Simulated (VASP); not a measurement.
# Si (Fmmm) in VASP: a series of runs, part 2 of 2

VASP 6.6.1.

## 3. Single point, PBEsol

This run uses another cell than the first one, of 27.96 Å³/atom.

INCAR reads:

```
SYSTEM = Si
ALGO = Normal
EDIFF = 1E-7
ENCUT = 520
GGA = PS
ISIF = 2
ISMEAR = 0
LASPH = .TRUE.
LCHARG = .FALSE.
LREAL = .FALSE.
LWAVE = .FALSE.
NBANDS = 16
NELM = 60
PREC = Accurate
SIGMA = 0.03
```

KPOINTS reads:

```
k-points
0
G
  10 10 10
  0 0 0
```

POSCAR reads:

```
Si
1.0
   -3.9754961203      3.9754961203      1.9186812134
    3.9754961203     -3.9754961203      1.9186812134
    3.6655359916      3.6655359916     -1.9186812134
Si
4
Direct
    0.1787304307      0.1787304307      0.3574608614
    0.8212695693      0.8212695693      0.6425391386
    0.1787304307      0.8212695693      0.0000000000
    0.8212695693      0.1787304307      0.0000000000
```

Potentials or basis: VASP PAW PBE potentials, release 64 (Si).

The run is started by

```sh
> cat potpaw_PBE.64/Si/POTCAR > POTCAR
> mpirun -np 1 vasp_std > vasp.out
```

OUTCAR:

```text
SYSTEM = Si
   EDIFF = 1E-7
   ENCUT = 520
   GGA = PS
   ISIF = 2
   ISMEAR = 0
   LASPH = .TRUE.
   LREAL = .FALSE.
   NELM = 60
   PREC = Accurate

 ion  position               nearest neighbor table
   1  0.179  0.179  0.357-   2 2.42   2 2.42   3 2.73   4 2.73
   2  0.821  0.821  0.643-   1 2.42   1 2.42   4 2.73   3 2.73
   3  0.179  0.821  0.000-   4 2.50   4 2.50   2 2.73   1 2.73
   4  0.821  0.179  0.000-   3 2.50   3 2.50   2 2.73   1 2.73

  LATTYP: Found a face centered orthorhombic cell.
 ALAT       =     3.8373624268
 B/A-ratio  =     2.7017780111
 C/A-ratio  =     2.9302421326

  Lattice vectors:

 A1 = (  -0.3099601287,   7.6410321119,   0.0000000000)
 A2 = (  -3.9754961203,   3.9754961203,   1.9186812134)
 A3 = (   3.6655359916,   3.6655359916,   1.9186812134)

Analysis of symmetry for initial positions (statically):
=====================================================================
 Subroutine PRICEL returns:
 Original cell was already a primitive cell.

 Routine SETGRP: Setting up the symmetry group for a
 face centered orthorhombic supercell.

 Subroutine GETGRP returns: Found  8 space group operations
 (whereof  8 operations were pure point group operations)
 out of a pool of  8 trial point group operations.

The static configuration has the point symmetry D_2h.

Analysis of symmetry for dynamics (positions and initial velocities):
=====================================================================
 Subroutine PRICEL returns:
 Original cell was already a primitive cell.

 Routine SETGRP: Setting up the symmetry group for a
 face centered orthorhombic supercell.

 Subroutine GETGRP returns: Found  8 space group operations
 (whereof  8 operations were pure point group operations)
 out of a pool of  8 trial point group operations.

The dynamic configuration has the point symmetry D_2h.

[... 121 lines left out ...]
     AMIX     =   0.40;   BMIX     =  1.00
     AMIX_MAG =   1.60;   BMIX_MAG =  1.00
  volume/ion in A,a.u.               =      27.96       188.68
  Fermi-wavevector in a.u.,A,eV,Ry     =   0.856218  1.618017  9.974554  0.733109
  Thomas-Fermi vector in A             =   1.973086
   LORBIT       =      0    0 simple, 1 ext, 2 COOP (PROOUT), +10 PAW based schemes
   GGA     = PS    functional components
   LHFCALC =     F    Hartree Fock is set to
   AEXX    =    0.0000 exact exchange contribution
   IVDW    =     0    specifies the selected vdW correction
   LEPSILON=     F    determine dielectric tensor
   LRPA    =     F    only Hartree local field effects (RPA)
 non-spin polarized calculation
 Gauss-broadening in eV      SIGMA  =   0.03
  energy-cutoff  :      520.00
  volume of cell :      111.84
 maximum number of plane-waves:      3035
 NGX is ok and might be reduce to    48
   NGX = 23   NGY = 23   NGZ = 21

 number of electron      16.0000000 magnetization

 Free energy of the ion-electron system (eV)
  ---------------------------------------------------
  ext. energy  EPLUGINS =         0.00000000
  ---------------------------------------------------
  free energy    TOTEN  =       -20.69841076 eV

  energy without entropy =      -20.69835208  energy(sigma->0) =      -20.69838142

 E-fermi :   2.9978     XC(G=0):  -8.2272

 val. band max:        2.9552167044   @ k =   0.5000   0.5000   0.3000
 cond. band min:       2.9982320706   @ k =  -0.4000   0.4000   0.5000
 fundamental gap:      0.0430153662
 Fermi energy:         2.9977871657

 k-point     1 :       0.0000    0.0000    0.0000
  band No.  band energies     occupation
      1      -7.4131      2.00000
      2      -5.0068      2.00000
      3      -2.3036      2.00000
      4      -1.7202      2.00000
      5       0.1760      2.00000
      6       2.2123      2.00000
[... 433 lines left out ...]
      3      -3.1658      2.00000
      4      -1.5416      2.00000
      5      -0.2103      2.00000
      6       0.8925      2.00000
[... 8 lines left out ...]
     15       8.6846      0.00000
     16       9.3948      0.00000

 [... further k-points ...]

------------------------ aborting loop because EDIFF is reached ----------------------------------------

  FORCE on cell =-STRESS in cart. coord.  units (eV):
  Direction    XX          YY          ZZ          XY          YZ          ZX
  --------------------------------------------------------------------------------------
  -------------------------------------------------------------------------------------
  Total      -10.8744714    -10.8744714     -2.6783687      2.1662062      0.0000000      0.0000000
  in kB     -155.7855253   -155.7855253    -38.3697792     31.0326405      0.0000000      0.0000000
  external PRESSURE =    -116.6469433 kB  Pullay stress =       0.0000000 kB

 VOLUME and BASIS-vectors are now :
 -----------------------------------------------------------------------------
  energy-cutoff  :      520.00
  volume of cell :      111.84
      direct lattice vectors                 reciprocal lattice vectors
    -3.975496120  3.975496120  1.918681213     0.005317617  0.131088083  0.260595661
     3.975496120 -3.975496120  1.918681213     0.131088083  0.005317617  0.260595661
     3.665535992  3.665535992 -1.918681213     0.136405699  0.136405699  0.000000000

 POSITION                                       TOTAL-FORCE (eV/Angst)
 -----------------------------------------------------------------------------------
      1.31029      1.31029      0.00000        -0.401594     -0.401594     -0.000000
      2.35525      2.35525      1.91868         0.401594      0.401594      0.000000
      2.55441     -2.55441      1.91868         0.195977     -0.195977      0.000000
     -2.55441      2.55441      1.91868        -0.195977      0.195977     -0.000000
 -----------------------------------------------------------------------------------
    total drift:                               -0.000000     -0.000000     -0.000000

  FREE ENERGIE OF THE ION-ELECTRON SYSTEM (eV)
  ---------------------------------------------------
  free  energy   TOTEN  =       -20.6984107642 eV

  energy  without entropy=      -20.6983520774  energy(sigma->0) =      -20.69838142
```

stdout:

```text
POSCAR found type information on POSCAR Si
 POSCAR found :  1 types and       4 ions
 scaLAPACK will be used
 -----------------------------------------------------------------------------
|                                                                             |
|                                                                             |
|     You enforced a specific xc type in the INCAR file but a different       |
|     I HOPE YOU KNOW WHAT YOU ARE DOING!                                     |
|                                                                             |
 -----------------------------------------------------------------------------

 LDA part: xc-table for (Slater+PW92), standard interpolation
 POSCAR, INCAR and KPOINTS ok, starting setup
 FFT: planning ... GRIDC
 FFT: planning ... GRID_SOFT
 FFT: planning ... GRID
 WAVECAR not read
 entering main loop
```

Wall time 4.3 min (1 thread of Intel Xeon Platinum 8488C (Sapphire Rapids), shared host); peak memory 0.43 GiB.

Results:

| Item | Value |
| --- | --- |
| Free energy | -20.6984 eV |
| Pressure | -11.7 GPa |
| Largest force | 0.568 eV/Å |
| Band gap on the k mesh | zero (bands 8 and 9 overlap by 0.26 eV) |

Forces in eV/Å, atoms in the order of the input:
```
Si  -0.402 -0.402  0.000
Si   0.402  0.402  0.000
Si   0.196 -0.196  0.000
Si  -0.196  0.196  0.000
```

Caveat: the stress differs along the axes, from -16 to -4 GPa; semilocal functionals underestimate gaps, and a narrow one can read as zero; the PAW data sets were made with another functional, which shifts forces and pressure a little.

The gap in the log of VASP goes by the Fermi energy; the results here count the filled bands.